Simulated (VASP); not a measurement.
**TaSi2: relaxation of the atoms with PBE**

Crystal: TaSi2.

```
Ta Si
1.0
     4.78390    0.00000    0.00000
    -2.39195    4.14298    0.00000
     0.00000    0.00000    6.57000
Ta Si
3 6
Direct
  0.50000 0.00000 0.00000
  0.50000 0.50000 0.66667
  0.00000 0.50000 0.33333
  0.15897 0.31794 0.00000
  0.84103 0.15897 0.66667
  0.68206 0.84103 0.33333
  0.84103 0.68206 0.00000
  0.15897 0.84103 0.66667
  0.31794 0.15897 0.33333
```

* Program: VASP 6.6.1
* Task: relaxation of the atoms
* Functional: PBE
* Potentials or basis: VASP PAW PBE potentials, release 64 (Ta_pv, Si)
* Cutoff: 520 eV
* k mesh: 7 × 7 × 4
* Occupations: fermi-dirac, width 0.05 eV
* Spin: no spin polarisation
* Dipole correction: no
* Further INCAR settings: ALGO = Normal; EDIFF = 1e-06; IBRION = 2; EDIFFG = -0.02; NSW = 80

```
Energy gained by relaxing    : 0.0 meV/atom
Ionic steps                  : 2
Pressure after relaxing      : 2.6 GPa
Largest force after relaxing : 0.008 eV/Å
Band gap on the k mesh       : zero (an odd number of electrons rules out a gap without spin polarisation)
```

Forces on the atoms (eV/Å):
```
Ta   0.000  0.000  0.000
Ta   0.000  0.000  0.000
Ta   0.000  0.000  0.000
Si   0.000  0.008  0.000
Si  -0.007  0.004  0.000
Si  -0.007 -0.004  0.000
Si   0.000 -0.008  0.000
Si   0.007 -0.004  0.000
Si   0.007  0.004  0.000
```

Stress tensor (GPa, compression positive):
```
2.17 0.00 0.00
0.00 2.17 0.00
0.00 0.00 3.41
```

The path:
```csv
step,energy change (eV),largest force (eV/Å),pressure (GPa)
1,0.0000,0.0250,2.59
2,-0.0001,0.0080,2.59
```

Final structure:
```
Ta Si
1.0
     4.78390    0.00000    0.00000
    -2.39195    4.14298    0.00000
     0.00000    0.00000    6.57000
Ta Si
3 6
Direct
  0.50000 0.00000 0.00000
  0.50000 0.50000 0.66667
  0.00000 0.50000 0.33333
  0.15912 0.31823 0.00000
  0.84088 0.15912 0.66667
  0.68177 0.84088 0.33333
  0.84088 0.68177 0.00000
  0.15912 0.84088 0.66667
  0.31823 0.15912 0.33333
```

Levels at points of the mesh, in eV from the Fermi level:
| k point | band 27 | band 28 | band 29 | band 30 | band 31 | band 32 |
| --- | --- | --- | --- | --- | --- | --- |
| (0.00, 0.00, 0.00) | -2.18 | -2.18 | -1.49 | 0.74 | 2.99 | 2.99 |
| (0.00, 0.00, 0.50) | -1.79 | -1.79 | 1.14 | 1.14 | 2.61 | 2.61 |

Wall time 56 s on 1 thread of Intel(R) Xeon(R) 6975P-C (Granite Rapids), on a shared host, peak memory 0.28 GiB.

Caveat: spin-orbit coupling is left out, which moves the levels of the heavy elements; an odd number of electrons without spin polarisation forces a metal; a magnetic or distorted state may lie lower.
